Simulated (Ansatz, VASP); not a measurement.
# Re in VASP and in Ansatz

INCAR

```
ALGO = Normal
EDIFF = 1E-6
ENCUT = 520
GGA = PE
ISIF = 2
ISMEAR = 1
LASPH = True
LCHARG = False
LREAL = False
LWAVE = False
NBANDS = 14
NELM = 80
PREC = Accurate
SIGMA = 0.1
```

Contents of KPOINTS:

```
k-points
0
Gamma
  12 12 7
```

The input POSCAR:

```
Re
1.0
    2.7360381280      0.0000000000      0.0000000000
   -1.3680190640      2.3694785892      0.0000000000
    0.0000000000      0.0000000000      4.4182139895
Re
2
Direct
    0.3333333333      0.6666666667      0.2500000000
    0.6666666667      0.3333333333      0.7500000000
```

Input for Ansatz:

```yaml
crystal:
  lattice:
    - [2.736038128009026, 0.0, 0.0]
    - [-1.368019064004513, 2.3694785892254866, 0.0]
    - [0.0, 0.0, 4.418213989528338]
  atoms:
    - { symbol: Re, position: [0.3333333333333333, 0.6666666666666666, 0.25] }
    - { symbol: Re, position: [0.6666666666666666, 0.3333333333333333, 0.75] }
basis:
  ecutwfc: 450.0
kpoints:
  mp_grid:
    grid: [12, 12, 7]
hamiltonian:
  xc: pbe
scf:
  occupations:
    method: cold
output:
  stress: true
```

Alike in both runs: task single point; functional PBE; k mesh 12 × 12 × 7; no spin polarisation.

|  | VASP | Ansatz |
| --- | --- | --- |
| version | VASP 6.6.1 | Ansatz 0.2.0 |
| potentials or method | VASP PAW PBE potentials, release 64 (Re), cutoff 520 eV | plane waves, PAW |
| occupations | methfessel-paxton of order 1, width 0.1 eV | cold |
| valence electrons in the cell | 14 | 30 |

|  | VASP | Ansatz | Ansatz less VASP |
| --- | --- | --- | --- |
| pressure (GPa) | 17.1 | 17.3 | +0.21 |
| traceless stress, the component that is largest in VASP (GPa) | 0.61 | 0.81 | +0.195 |

VASP's potentials hold 14 valence electrons a cell and Ansatz's 30, so a difference there can come from the potentials and not from the codes.

Spin-orbit coupling is off throughout.
